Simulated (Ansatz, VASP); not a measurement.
**Pd: VASP beside Ansatz**

File POSCAR:

```
Pd
1.0
    0.0000000000      1.9567730079      1.9567730079
    1.9567730079      0.0000000000      1.9567730079
    1.9567730079      1.9567730079      0.0000000000
Pd
1
Direct
    0.0000000000      0.0000000000      0.0000000000
```

Contents of INCAR.step1:

```
SYSTEM = Pd
ALGO = Normal
EDIFF = 1E-4
ENCUT = 520
GGA = PE
ISMEAR = -1
ISPIN = 2
LASPH = .TRUE.
LCHARG = .FALSE.
LMAXMIX = 4
LREAL = .FALSE.
LWAVE = .TRUE.
MAGMOM = 0.436
NBANDS = 15
NELM = 150
PREC = Accurate
SIGMA = 0.05
```

File INCAR.step2:

```
SYSTEM = Pd
ALGO = Normal
EDIFF = 1E-6
ENCUT = 520
ISIF = 2
ISMEAR = -1
ISPIN = 2
ISTART = 1
LASPH = .TRUE.
LCHARG = .FALSE.
LMAXMIX = 4
LMIXTAU = .TRUE.
LORBIT = 11
LREAL = .FALSE.
LWAVE = .FALSE.
MAGMOM = 0.436
METAGGA = R2SCAN
NBANDS = 15
NELM = 150
PREC = Accurate
SIGMA = 0.05
```

Contents of KPOINTS:

```
k-points
0
G
  14 14 14
  0 0 0
```

Input for Ansatz:

```yaml
crystal:
  lattice:
    - [0.0, 1.9567730079, 1.9567730079]
    - [1.9567730079, 0.0, 1.9567730079]
    - [1.9567730079, 1.9567730079, 0.0]
  atoms:
    - { symbol: Pd, position: [0.0, 0.0, 0.0], spin: 0.436 }
hamiltonian:
  xc: r2scan
  pseudopotentials:
    kind: paw
    azcp:
      Pd: "pseudopotentials/Pd.paw.azcp"
basis:
  ecutwfc: 500
  fft_grid_basis: typed
kpoints:
  mp_grid: { grid: [14, 14, 14], shift: [0, 0, 0] }
magnetization:
  spin_polarized: true
scf:
  occupations: { method: fermi_dirac, width: 0.05 }
  lower_state_search: "off"
output:
  stress: true
```

Alike in both runs: task single point; functional r2SCAN; k mesh 14 × 14 × 14; occupations fermi-dirac, width 0.05 eV; collinear spin.

|  | VASP | Ansatz |
| --- | --- | --- |
| version | VASP 6.6.1 | Ansatz 0.2.0 |
| potentials or method | VASP PAW PBE potentials, release 64 (Pd), cutoff 520 eV | plane waves (500 eV) with PAW, scalar-relativistic |
| valence electrons in the cell | 10 | 18 |

```tsv
	VASP	Ansatz	Ansatz less VASP
pressure (GPa)	0.6	0.0	-0.61
net moment per atom (μB)	0.48	0.47	-0.003
size of the moment on the site where the two differ most (μB)	0.48	0.49	+0.009
```

VASP's potentials were made for PBE, not for r2SCAN. Site moments also hang on the region over which each program counts them. VASP's potentials hold 10 valence electrons a cell and Ansatz's 18, so a difference there can come from the potentials and not from the codes. Ansatz's warnings: stability check not made.
